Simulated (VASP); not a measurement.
Write the native input for VASP 6.6.1 that does the following.

```yaml
Task: single point
Functional: r2SCAN
Potentials_or_basis: VASP PAW PBE potentials, release 64 (Zn, S)
Cutoff: 520 eV
k_mesh: 6 × 6 × 4
Occupations: gaussian, width 0.05 eV
Spin: no spin polarisation
Dipole_correction: no
Further_INCAR_settings: ALGO = Normal; EDIFF = 1e-06; NBANDS = 26
```

ZnS:

```
CELL_PARAMETERS angstrom
3.96344 0.00000 0.00000
-1.98172 3.43244 0.00000
0.00000 0.00000 6.73272
ATOMIC_POSITIONS crystal
Zn 0.33333 0.66667 0.00000
Zn 0.66667 0.33333 0.50000
S 0.33333 0.66667 0.38500
S 0.66667 0.33333 0.88500
```

This cell differs from its parent crystal: strain +0.040 along x and y, +0.080 along z.

The input as run:

POSCAR

```
ZnS
1.0
    3.9634387328      0.0000000000      0.0000000000
   -1.9817193664      3.4324386290      0.0000000000
    0.0000000000      0.0000000000      6.7327200000
Zn S
2 2
Direct
    0.3333333333      0.6666666667      0.0000000000
    0.6666666667      0.3333333333      0.5000000000
    0.3333333333      0.6666666667      0.3850000000
    0.6666666667      0.3333333333      0.8850000000
```

INCAR.step1

```
ALGO = Normal
EDIFF = 1E-4
ENCUT = 520
GGA = PE
ISMEAR = 0
LASPH = True
LCHARG = False
LREAL = False
LWAVE = True
NBANDS = 26
NELM = 80
PREC = Accurate
SIGMA = 0.05
```

INCAR.step2

```
ALGO = Normal
EDIFF = 1E-6
ENCUT = 520
ISIF = 2
ISMEAR = 0
ISTART = 1
LASPH = True
LCHARG = False
LMIXTAU = True
LREAL = False
LWAVE = False
METAGGA = R2SCAN
NBANDS = 26
NELM = 80
PREC = Accurate
SIGMA = 0.05
```

KPOINTS

```
k-points
0
Gamma
  6 6 4
```

Potentials or basis: VASP PAW PBE potentials, release 64 (Zn, S).

Run with:

```console
$ cat potpaw_PBE.64/Zn/POTCAR potpaw_PBE.64/S/POTCAR > POTCAR
$ cp INCAR.step1 INCAR
$ mpirun -np 1 vasp_std > vasp.out
$ cp INCAR.step2 INCAR
$ mpirun -np 1 vasp_std > vasp.out
```

Results of the run:

| Item | Value |
| --- | --- |
| Pressure | -8.3 GPa |
| Largest force | 0.132 eV/Å |
| Band gap on the k mesh | 2.08 eV, direct |

Caveat: the cell differs from its parent crystal (strain +0.040 along x and y, +0.080 along z); the PAW data sets were made with another functional, which shifts forces and pressure a little.

Run time: 2.3 min on 1 thread of AMD EPYC 7R13 Processor (Zen 3), with other jobs on the host, peak memory 0.2 GiB.
